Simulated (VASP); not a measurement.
# Al30Cu (a cell with a defect) in VASP: notebook

Al30Cu (a cell with a defect) is run at these levels: LDA; tasks: single point.

All numbers are computed with VASP 6.6.1; they aren't measurements. Logs are shortened: lines on timing, memory, paths and dates and some standing lists are left out, and cuts for length are marked.

## 1. The cell of the first run

The cell holds a defect, 31 atoms: a = 8.100 Å, b = 8.100 Å, c = 8.100 Å, α = 90.00°, β = 90.00°, γ = 90.00°.

## 2. Single point, LDA

Contents of INCAR:

```
ALGO = Normal ; EDIFF = 1E-6
ENCUT = 520 ; ISIF = 2
ISMEAR = 0 ; LASPH = T
LCHARG = F ; LREAL = Auto
LWAVE = F ; NBANDS = 72
NELM = 60 ; PREC = Accurate
SIGMA = 0.1
```

Contents of KPOINTS:

```
k-points
0
Gamma
  3 3 3
```

Contents of POSCAR:

```
Al30Cu
1.0
    8.1000000000      0.0000000000      0.0000000000
    0.0000000000      8.1000000000      0.0000000000
    0.0000000000      0.0000000000      8.1000000000
Al Cu
30 1
Direct
    0.4950294973     -0.0134545101     -0.0054975122
    0.7467826525      0.2500000000     -0.0005426724
    0.7488334706      0.0012422614      0.2511597959
    0.0015447166     -0.0018810045      0.0003889728
    0.2504916079      0.2500000000     -0.0004916079
    0.4950294973      0.5134545101     -0.0054975122
    0.7465858345      0.7500000000     -0.0050839607
    0.2496110272     -0.0018810045      0.2484552834
    0.5012223939      0.2500000000      0.2510578573
    0.7488334706      0.4987577386      0.2511597959
    0.5015889113     -0.0009148344      0.5041524077
    0.7489552530      0.2500000000      0.5010447470
    0.7458475923     -0.0009148344      0.7484110887
    0.0015447166      0.5018810045      0.0003889728
   -0.0018645183      0.2500000000      0.2518645183
    0.2496110272      0.5018810045      0.2484552834
    0.4977261866      0.7500000000      0.2487628904
   -0.0011597959      0.0012422614      0.5011665294
    0.2505426724      0.2500000000      0.5032173475
    0.5015889113      0.5009148344      0.5041524077
    0.7488514637      0.7500000000      0.5011485363
    0.2554975122     -0.0134545101      0.7549705027
    0.5003701863      0.2500000000      0.7496298137
    0.7458475923      0.5009148344      0.7484110887
    0.0016997575      0.7500000000      0.2483002425
   -0.0011597959      0.4987577386      0.5011665294
    0.2550839607      0.7500000000      0.5034141655
   -0.0010578573      0.2500000000      0.7487776061
    0.2554975122      0.5134545101      0.7549705027
    0.0012371096      0.7500000000      0.7522738134
    0.5097874339      0.7500000000     -0.2597874339
```

Potentials or basis: VASP PAW LDA potentials, release 64 (Al, Cu).

Launch:

```console
$ cat potpaw_LDA.64/Al/POTCAR potpaw_LDA.64/Cu/POTCAR > POTCAR
$ mpirun -np 1 vasp_std > vasp.out
```

OUTCAR:

```text
EDIFF = 1E-6
   ENCUT = 520
   ISIF = 2
   ISMEAR = 0
   LASPH = T
   LREAL = Auto
   NELM = 60
   PREC = Accurate

 ion  position               nearest neighbor table
   1  0.495  0.987  0.995-  22 2.74   7 2.80  17 2.81  31 2.82  13 2.85   8 2.86   5 2.91  23 2.91
                             3 2.93   2 2.95   9 2.98
   2  0.747  0.250  0.999-  23 2.84   9 2.85  10 2.87   3 2.87  13 2.88  24 2.88  28 2.88  15 2.89
                             4 2.90  14 2.90   1 2.95   6 2.95
   3  0.749  0.001  0.251-   9 2.84  15 2.85  12 2.86  18 2.86  11 2.87   2 2.87  21 2.87  17 2.88
                             4 2.88  25 2.89   7 2.91   1 2.93
   4  0.002  0.998  0.000-  25 2.84   8 2.84  30 2.84  22 2.86   5 2.87   7 2.88  15 2.88   3 2.88
                            28 2.88   2 2.90  13 2.91
   5  0.250  0.250  1.000-  23 2.86  14 2.87   4 2.87  16 2.87   8 2.87   9 2.88  28 2.88  15 2.89
                            22 2.91  29 2.91   6 2.91   1 2.91
   6  0.495  0.513  0.995-  29 2.74   7 2.80  17 2.81  31 2.82  24 2.85  16 2.86   5 2.91  23 2.91
                            10 2.93   2 2.95   9 2.98
   7  0.747  0.750  0.995-   1 2.80   6 2.80  31 2.82  24 2.84  13 2.84  30 2.85  17 2.88   4 2.88
                            14 2.88   3 2.91  10 2.91  25 2.91
   8  0.250  0.998  0.248-  25 2.84   4 2.84  17 2.84   1 2.86   5 2.87  27 2.88  15 2.88  18 2.88
                             9 2.88  19 2.90  11 2.91
   9  0.501  0.250  0.251-   3 2.84  10 2.84   2 2.85  12 2.85   5 2.88  19 2.88  16 2.88   8 2.88
[... 31 lines left out ...]
  25  0.002  0.750  0.248-   4 2.84   8 2.84  14 2.84  16 2.84   3 2.89  10 2.89  18 2.89  26 2.89
                            21 2.90   7 2.91  27 2.91
  26  0.999  0.499  0.501-  28 2.84  15 2.85  12 2.86  10 2.86  24 2.87  19 2.87  21 2.87  30 2.88
                            16 2.88  25 2.89  27 2.91  29 2.93
  27  0.255  0.750  0.503-  22 2.80  29 2.80  31 2.82  20 2.84  11 2.84  17 2.85  30 2.88   8 2.88
                            16 2.88  26 2.91  18 2.91  25 2.91
  28  0.999  0.250  0.749-  18 2.84  26 2.84  19 2.85  12 2.85   5 2.88   2 2.88  14 2.88   4 2.88
                            24 2.89  13 2.89  22 2.98  29 2.98
  29  0.255  0.513  0.755-   6 2.74  27 2.80  30 2.81  31 2.82  20 2.85  14 2.86   5 2.91  23 2.91
                            26 2.93  19 2.95  28 2.98
  30  0.001  0.750  0.752-  22 2.81  29 2.81   4 2.84  14 2.84   7 2.85  26 2.88  18 2.88  27 2.88
                            21 2.88  24 2.89  13 2.89
  31  0.510  0.750  0.740-  21 2.74  13 2.78  20 2.78  11 2.78  24 2.78   6 2.82  22 2.82   1 2.82
                            29 2.82  27 2.82   7 2.82

  LATTYP: Found a simple cubic cell.
 ALAT       =     8.1000000000

  Lattice vectors:

 A1 = (   8.1000000000,   0.0000000000,   0.0000000000)
 A2 = (   0.0000000000,   8.1000000000,   0.0000000000)
 A3 = (   0.0000000000,   0.0000000000,   8.1000000000)

Analysis of symmetry for initial positions (statically):
=====================================================================
 Subroutine PRICEL returns:
 Original cell was already a primitive cell.

 Routine SETGRP: Setting up the symmetry group for a
 simple cubic supercell.

 Subroutine GETGRP returns: Found  4 space group operations
 (whereof  1 operations were pure point group operations)
 out of a pool of 48 trial point group operations.

The static configuration has the point symmetry C_1 .
 The point group associated with its full space group is C_2v.

Analysis of symmetry for dynamics (positions and initial velocities):
=====================================================================
 Subroutine PRICEL returns:
 Original cell was already a primitive cell.

 Routine SETGRP: Setting up the symmetry group for a
 simple cubic supercell.

 Subroutine GETGRP returns: Found  4 space group operations
 (whereof  1 operations were pure point group operations)
 out of a pool of 48 trial point group operations.

The dynamic configuration has the point symmetry C_1 .
 The point group associated with its full space group is C_2v.

 Subroutine INISYM returns: Found  4 space group operations
 (whereof  1 operations are pure point group operations),
 and found     1 'primitive' translations

----------------------------------------------------------------------------------------

                                     Primitive cell

  volume of cell :     531.4410

  direct lattice vectors                    reciprocal lattice vectors
     8.100000000  0.000000000  0.000000000     0.123456790  0.000000000  0.000000000
     0.000000000  8.100000000  0.000000000     0.000000000  0.123456790  0.000000000
     0.000000000  0.000000000  8.100000000     0.000000000  0.000000000  0.123456790
[... 82 lines left out ...]
     0.041152263  0.000000000  0.000000000     0.333333333  0.000000000  0.000000000
     0.000000000  0.041152263  0.000000000     0.000000000  0.333333333  0.000000000
     0.000000000  0.000000000  0.041152263     0.000000000  0.000000000  0.333333333

  Length of vectors
     0.041152263  0.041152263  0.041152263

  Shift w.r.t. Gamma in fractional coordinates (k-lattice)
     0.000000000  0.000000000  0.000000000

 Subroutine IBZKPT returns following result:
 ===========================================

 Found      8 irreducible k-points:

 Following reciprocal coordinates:
            Coordinates               Weight
  0.000000  0.000000  0.000000      1.000000
  0.333333  0.000000  0.000000      4.000000
  0.000000  0.333333  0.000000      2.000000
  0.333333  0.333333  0.000000      8.000000
  0.333333  0.000000  0.333333      2.000000
 -0.333333  0.000000  0.333333      2.000000
  0.333333  0.333333  0.333333      4.000000
 -0.333333  0.333333  0.333333      4.000000
   k-points           NKPTS =      8   k-points in BZ     NKDIM =      8   number of bands    NBANDS=     72
   number of dos      NEDOS =    301   number of ions     NIONS =     31
   total plane-waves  NPLWV = 216000
   dimension x,y,z NGX =    60 NGY =   60 NGZ =   60
   dimension x,y,z NGXF=   120 NGYF=  120 NGZF=  120
   ions per type =              30   1
   NGX,Y,Z   is equivalent  to a cutoff of  12.31, 12.31, 12.31 a.u.
   NGXF,Y,Z  is equivalent  to a cutoff of  24.63, 24.63, 24.63 a.u.
 SYSTEM =  unknown system
   PREC   = accura    normal or accurate (medium, high low for compatibility)
   ISTART =      0    job   : 0-new  1-cont  2-samecut
   ICHARG =      2    charge: 1-file 2-atom 10-const
   ISPIN  =      1    spin polarized calculation?
   LNONCOLLINEAR =      F non collinear calculations
   LSORBIT =      F    spin-orbit coupling
   LASPH  =      T    aspherical Exc in radial PAW
   ENCUT  =  520.0 eV  38.22 Ry    6.18 a.u.  15.06 15.06 15.06*2*pi/ulx,y,z
   NELM   =     60;   NELMIN=  2; NELMDL= -5     # of ELM steps
   EDIFF  = 0.1E-05   stopping-criterion for ELM
   LREAL  =      T    real-space projection
   EDIFFG = 0.1E-04   stopping-criterion for IOM
   NSW    =      0    number of steps for IOM
   IBRION =     -1    ionic relax: 0-MD 1-quasi-New 2-CG
   NFREE  =      0    steps in history (QN), initial steepest desc. (CG)
   ISIF   =      2    stress and relaxation
   ISYM   =      2    0-nonsym 1-usesym 2-fastsym
   POTIM  = 0.5000    time-step for ionic-motion
   TEBEG  =    0.0;   TEEND  =   0.0 temperature during run
   PSTRESS=    0.0 pullay stress
   NELECT =     101.0000    total number of electrons
   NUPDOWN=      -1.0000    fix difference up-down
   EMIN   =  10.00;   EMAX   =-10.00  energy-range for DOS
   EFERMI =   0.00;   METHOD = LEGACY
   ISMEAR =     0;   SIGMA  =   0.10  broadening in eV -4-tet -1-fermi 0-gaus
   EFERMI_NEDOS =   21; number of points for ismear=-14 and -15
   IALGO  =     38    algorithm
   IMIX   =      4    mixing-type and parameters
     AMIX     =   0.40;   BMIX     =  1.00
     AMIX_MAG =   1.60;   BMIX_MAG =  1.00
  volume/ion in A,a.u.               =      17.14       115.69
  Fermi-wavevector in a.u.,A,eV,Ry     =   0.941233  1.778672 12.053656  0.885919
  Thomas-Fermi vector in A             =   2.068723
   LORBIT       =      0    0 simple, 1 ext, 2 COOP (PROOUT), +10 PAW based schemes
   GGA     = CA    functional components
   LHFCALC =     F    Hartree Fock is set to
   AEXX    =    0.0000 exact exchange contribution
   IVDW    =     0    specifies the selected vdW correction
   LEPSILON=     F    determine dielectric tensor
   LRPA    =     F    only Hartree local field effects (RPA)
 non-spin polarized calculation
 Gauss-broadening in eV      SIGMA  =   0.10
  energy-cutoff  :      520.00
  volume of cell :      531.44
 maximum number of plane-waves:     14358
   NGX = 31   NGY = 31   NGZ = 31

 number of electron     100.9999992 magnetization

 Free energy of the ion-electron system (eV)
  ---------------------------------------------------
  ext. energy  EPLUGINS =         0.00000000
  ---------------------------------------------------
  free energy    TOTEN  =      -129.51160241 eV

  energy without entropy =     -129.45636640  energy(sigma->0) =     -129.48398440

 E-fermi :   7.0973     XC(G=0): -10.2055

 val. band max:        7.0950553150   @ k =   0.3333   0.0000   0.0000
 cond. band min:       7.0980487809   @ k =   0.0000   0.0000   0.0000
 fundamental gap:      0.0029934659
 Fermi energy:         7.0973415738

 k-point     1 :       0.0000    0.0000    0.0000
  band No.  band energies     occupation
      1      -3.5598      2.00000
      2      -1.4263      2.00000
      3      -1.4111      2.00000
      4      -1.3851      2.00000
      5      -1.3674      2.00000
      6      -1.3065      2.00000
[... 509 lines left out ...]
     61       8.9898      0.00000
     62       9.0563      0.00000
 [bands above 62 left out]

------------------------ aborting loop because EDIFF is reached ----------------------------------------

  FORCE on cell =-STRESS in cart. coord.  units (eV):
  Direction    XX          YY          ZZ          XY          YZ          ZX
  --------------------------------------------------------------------------------------
  -------------------------------------------------------------------------------------
  Total      -17.4128661    -17.7128455    -17.4128661     -0.0000000     -0.0000000      0.3235645
  in kB      -52.4959483    -53.4003201    -52.4959483     -0.0000000     -0.0000000      0.9754754
  external PRESSURE =     -52.7974056 kB  Pullay stress =       0.0000000 kB

 VOLUME and BASIS-vectors are now :
 -----------------------------------------------------------------------------
  energy-cutoff  :      520.00
  volume of cell :      531.44
      direct lattice vectors                 reciprocal lattice vectors
     8.100000000  0.000000000  0.000000000     0.123456790  0.000000000  0.000000000
     0.000000000  8.100000000  0.000000000     0.000000000  0.123456790  0.000000000
     0.000000000  0.000000000  8.100000000     0.000000000  0.000000000  0.123456790

 POSITION                                       TOTAL-FORCE (eV/Angst)
 -----------------------------------------------------------------------------------
      4.00974      7.99102      8.05547        -0.001097      0.005977      0.006140
      6.04894      2.02500      8.09560         0.004431      0.000000      0.004999
      6.06555      0.01006      2.03439         0.002253     -0.001487     -0.000782
      0.01251      8.08476      0.00315         0.000415      0.003863      0.002656
      2.02898      2.02500      8.09602        -0.005190      0.000000      0.005190
      4.00974      4.15898      8.05547        -0.001097     -0.005977      0.006140
[... 23 lines left out ...]
      0.01002      6.07500      6.09342         0.004604      0.000000     -0.000627
      4.12928      6.07500      5.99572         0.007520      0.000000     -0.007520
 -----------------------------------------------------------------------------------
    total drift:                                0.016815      0.000000     -0.016812

  FREE ENERGIE OF THE ION-ELECTRON SYSTEM (eV)
  ---------------------------------------------------
  free  energy   TOTEN  =      -129.5116024052 eV

  energy  without entropy=     -129.4563664010  energy(sigma->0) =     -129.48398440
```

Wall time 15 min (1 thread of Intel Xeon Platinum 8259CL at 2.50GHz (Skylake/Cascade Lake), shared host); peak memory 0.48 GiB.

What came out:

```
Free energy            : -129.5116 eV
Pressure               : -5.3 GPa
Largest force          : 0.012 eV/Å
Band gap on the k mesh : zero (an odd number of electrons rules out a gap without spin polarisation)
```

Forces in eV/Å, atoms in the order of the input:
```
Al  -0.001  0.006  0.006
Al   0.004  0.000  0.005
Al   0.002 -0.001 -0.001
Al   0.000  0.004  0.003
Al  -0.005  0.000  0.005
Al  -0.001 -0.006  0.006
Al   0.009  0.000  0.008
Al  -0.003  0.004  0.000
Al  -0.004  0.000 -0.003
Al   0.002  0.001 -0.001
Al  -0.001  0.004 -0.002
Al   0.001  0.000 -0.001
Al   0.002  0.004  0.001
Al   0.000 -0.004  0.003
Al   0.000  0.000  0.000
Al  -0.003 -0.004  0.000
Al   0.001  0.000 -0.005
Al   0.001 -0.001 -0.002
Al  -0.005  0.000 -0.004
Al  -0.001 -0.004 -0.002
Al   0.003  0.000 -0.003
Al  -0.006  0.006  0.001
Al  -0.001  0.000  0.001
Al   0.002 -0.004  0.001
Al   0.000  0.000  0.000
Al   0.001  0.001 -0.002
Al  -0.008  0.000 -0.009
Al   0.003  0.000  0.004
Al  -0.006 -0.006  0.001
Al   0.005  0.000 -0.001
Cu   0.008  0.000 -0.008
```

## 3. Single point, LDA

Contents of INCAR:

```
PREC = Accurate
ENCUT = 520
EDIFF = 1E-6
ISMEAR = 0
SIGMA = 0.1
LREAL = Auto
LASPH = True
NELM = 100
ALGO = Normal
ISIF = 2
LWAVE = False
LCHARG = False
NBANDS = 72
```

Contents of KPOINTS:

```
regular mesh
0
Gamma
  3 3 3
```

Contents of POSCAR:

```
Al30Cu
1.0
    8.1000000000      0.0000000000      0.0000000000
    0.0000000000      8.1000000000      0.0000000000
    0.0000000000      0.0000000000      8.1000000000
Al Cu
30 1
Direct
    0.4950295062     -0.0134545679     -0.0054975309
    0.7467825926      0.2500000000     -0.0005427160
    0.7488334568      0.0012422222      0.2511597531
    0.0015446914     -0.0018809877      0.0003890123
    0.2504916049      0.2500000000     -0.0004916049
    0.4950295062      0.5134545679     -0.0054975309
    0.7465858025      0.7500000000     -0.0050839506
    0.2496109877     -0.0018809877      0.2484553086
    0.5012223457      0.2500000000      0.2510579012
    0.7488334568      0.4987577778      0.2511597531
    0.5015888889     -0.0009148148      0.5041524691
    0.7489553086      0.2500000000      0.5010446914
    0.7458475309     -0.0009148148      0.7484111111
    0.0015446914      0.5018809877      0.0003890123
   -0.0018645679      0.2500000000      0.2518645679
    0.2496109877      0.5018809877      0.2484553086
    0.4977261728      0.7500000000      0.2487628395
   -0.0011597531      0.0012422222      0.5011665432
    0.2505427160      0.2500000000      0.5032174074
    0.5015888889      0.5009148148      0.5041524691
    0.7488514815      0.7500000000      0.5011485185
    0.2554975309     -0.0134545679      0.7549704938
    0.5003702469      0.2500000000      0.7496297531
    0.7458475309      0.5009148148      0.7484111111
    0.0016997531      0.7500000000      0.2483002469
   -0.0011597531      0.4987577778      0.5011665432
    0.2550839506      0.7500000000      0.5034141975
   -0.0010579012      0.2500000000      0.7487776543
    0.2554975309      0.5134545679      0.7549704938
    0.0012371605      0.7500000000      0.7522738272
    0.5097874074      0.7500000000     -0.2597874074
```

Potentials or basis: VASP PAW LDA potentials, release 64 (Al, Cu).

Launch:

```console
$ cat potpaw_LDA.64/Al/POTCAR potpaw_LDA.64/Cu/POTCAR > POTCAR
$ mpirun -np 1 vasp_std > vasp.out
```

OUTCAR:

```text
PREC = Accurate
   ENCUT = 520
   EDIFF = 1E-6
   ISMEAR = 0
   LREAL = Auto
   LASPH = True
   NELM = 100
   ISIF = 2

 ion  position               nearest neighbor table
   1  0.495  0.987  0.995-  22 2.74   7 2.80  17 2.81  31 2.82  13 2.85   8 2.86   5 2.91  23 2.91
                             3 2.93   2 2.95   9 2.98
   2  0.747  0.250  0.999-  23 2.84   9 2.85  10 2.87   3 2.87  13 2.88  24 2.88  28 2.88  15 2.89
                             4 2.90  14 2.90   1 2.95   6 2.95
   3  0.749  0.001  0.251-   9 2.84  15 2.85  12 2.86  18 2.86  11 2.87   2 2.87  21 2.87  17 2.88
                             4 2.88  25 2.89   7 2.91   1 2.93
   4  0.002  0.998  0.000-  25 2.84   8 2.84  30 2.84  22 2.86   5 2.87   7 2.88  15 2.88   3 2.88
[... 818 lines left out ...]
  external PRESSURE =     -52.7973735 kB  Pullay stress =       0.0000000 kB

 VOLUME and BASIS-vectors are now :
 -----------------------------------------------------------------------------
  energy-cutoff  :      520.00
  volume of cell :      531.44
      direct lattice vectors                 reciprocal lattice vectors
     8.100000000  0.000000000  0.000000000     0.123456790  0.000000000  0.000000000
     0.000000000  8.100000000  0.000000000     0.000000000  0.123456790  0.000000000
     0.000000000  0.000000000  8.100000000     0.000000000  0.000000000  0.123456790

 POSITION                                       TOTAL-FORCE (eV/Angst)
 -----------------------------------------------------------------------------------
      4.00974      7.99102      8.05547        -0.001099      0.005980      0.006141
      6.04894      2.02500      8.09560         0.004431     -0.000000      0.005002
      6.06555      0.01006      2.03439         0.002253     -0.001486     -0.000780
      0.01251      8.08476      0.00315         0.000415      0.003863      0.002654
      2.02898      2.02500      8.09602        -0.005190     -0.000000      0.005190
      4.00974      4.15898      8.05547        -0.001099     -0.005980      0.006141
[... 23 lines left out ...]
      0.01002      6.07500      6.09342         0.004601     -0.000000     -0.000626
      4.12928      6.07500      5.99572         0.007520     -0.000000     -0.007520
 -----------------------------------------------------------------------------------
    total drift:                                0.016816      0.000000     -0.016813

  FREE ENERGIE OF THE ION-ELECTRON SYSTEM (eV)
  ---------------------------------------------------
  free  energy   TOTEN  =      -129.5116023865 eV

  energy  without entropy=     -129.4563664063  energy(sigma->0) =     -129.48398440
```

Wall time 12 min (1 thread of Intel Xeon Platinum 8259CL at 2.50GHz (Skylake/Cascade Lake), shared host); peak memory 0.48 GiB.

What came out:

```yaml
Free_energy: -129.5116 eV
Pressure: -5.3 GPa
Largest_force: 0.012 eV/Å
Band_gap_on_the_k_mesh: zero (an odd number of electrons rules out a gap without spin polarisation)
```

Forces on the atoms (eV/Å):
```
Al  -0.001  0.006  0.006
Al   0.004  0.000  0.005
Al   0.002 -0.001 -0.001
Al   0.000  0.004  0.003
Al  -0.005  0.000  0.005
Al  -0.001 -0.006  0.006
Al   0.009  0.000  0.008
Al  -0.003  0.004  0.000
Al  -0.004  0.000 -0.003
Al   0.002  0.001 -0.001
Al  -0.001  0.004 -0.002
Al   0.001  0.000 -0.001
Al   0.002  0.004  0.001
Al   0.000 -0.004  0.003
Al   0.000  0.000  0.000
Al  -0.003 -0.004  0.000
Al   0.001  0.000 -0.005
Al   0.001 -0.001 -0.002
Al  -0.005  0.000 -0.004
Al  -0.001 -0.004 -0.002
Al   0.003  0.000 -0.003
Al  -0.006  0.006  0.001
Al  -0.001  0.000  0.001
Al   0.002 -0.004  0.001
Al   0.000  0.000  0.000
Al   0.001  0.001 -0.002
Al  -0.008  0.000 -0.009
Al   0.003  0.000  0.004
Al  -0.006 -0.006  0.001
Al   0.005  0.000 -0.001
Cu   0.008  0.000 -0.008
```

Stress tensor (GPa, compression positive):
```
-5.25  0.00  0.10
 0.00 -5.34  0.00
 0.10  0.00 -5.25
```
